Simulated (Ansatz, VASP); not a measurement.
## MgO: VASP beside Ansatz

Contents of POSCAR:

```
MgO
1.0
    0.0000000000      2.1442107638      2.0779648331
    2.1442107638      0.0000000000      2.0779648331
    2.1442107638      2.1442107638      0.0000000000
Mg O
1 1
Direct
    0.0000000000      0.0000000000      0.0000000000
    0.5000000000      0.5000000000      0.5000000000
```

The input INCAR.step1:

```
  PREC = Accurate
  ENCUT = 520
  ISMEAR = 0
  SIGMA = 0.01
  LREAL = False
  LASPH = True
  NELM = 100
  NBANDS = 11
  GGA = PE
  ALGO = Normal
  EDIFF = 1E-4
  LWAVE = True
  LCHARG = False
```

File INCAR.step2:

```
  PREC = Accurate
  ENCUT = 520
  EDIFF = 1E-7
  ISMEAR = 0
  SIGMA = 0.01
  LREAL = False
  LASPH = True
  NELM = 100
  ALGO = Normal
  ISIF = 2
  LWAVE = False
  LCHARG = False
  METAGGA = R2SCAN
  LMIXTAU = True
  NBANDS = 11
  ISTART = 1
```

KPOINTS

```
regular mesh
0
Gamma
  10 10 10
```

Input for Ansatz:

```yaml
crystal:
  lattice:
    - [0.0, 2.1442107638, 2.0779648331]
    - [2.1442107638, 0.0, 2.0779648331]
    - [2.1442107638, 2.1442107638, 0.0]
  atoms:
    - { symbol: Mg, position: [0.0, 0.0, 0.0] }
    - { symbol: O, position: [0.5, 0.5, 0.5] }
kpoints:
  mp_grid: { grid: [10, 10, 10] }
  band_path:
    path:
      - [0.0, 0.0, 0.0]
      - [0.5, 0.0, 0.5]
      - [0.625, 0.25, 0.625]
      - [0.375, 0.375, 0.75]
      - [0.5, 0.5, 0.5]
      - [0.5, 0.25, 0.75]
    npoints: 1
hamiltonian:
  xc: r2scan
scf:
  occupations: { method: fixed }
  n_extra_bands: 4
output:
  forces: true
  stress: true
  eigenvalues: true
```

Change from the starting cell: epitaxial_xy strain +2.0%.

Alike in both runs: task single point; functional r2SCAN; k mesh 10 × 10 × 10; no spin polarisation.

|  | VASP | Ansatz |
| --- | --- | --- |
| version | VASP 6.6.1 | Ansatz 0.2.0 |
| potentials or method | VASP PAW PBE potentials, release 64 (Mg, O) | plane waves, PAW |
| plane-wave cutoff (eV) | 520 | 500 |
| occupations | gaussian, width 0.01 eV | fixed |
| valence electrons in the cell | 8 | 16 |

VASP gave:

```
gap on the k mesh at the Fermi level (eV)                     : 5.35
pressure (GPa)                                                : -5.2
traceless stress, the component that is largest in VASP (GPa) : 4.06
```

**Question.** What did Ansatz give for the same quantities?

**Answer.** gap on the k mesh at the Fermi level (eV): 5.37; pressure (GPa): -4.1; traceless stress, the component that is largest in VASP (GPa): 4.08.

VASP's potentials were made for PBE, not for r2SCAN. VASP's potentials hold 8 valence electrons a cell and Ansatz's 16, so a difference there can come from the potentials and not from the codes.
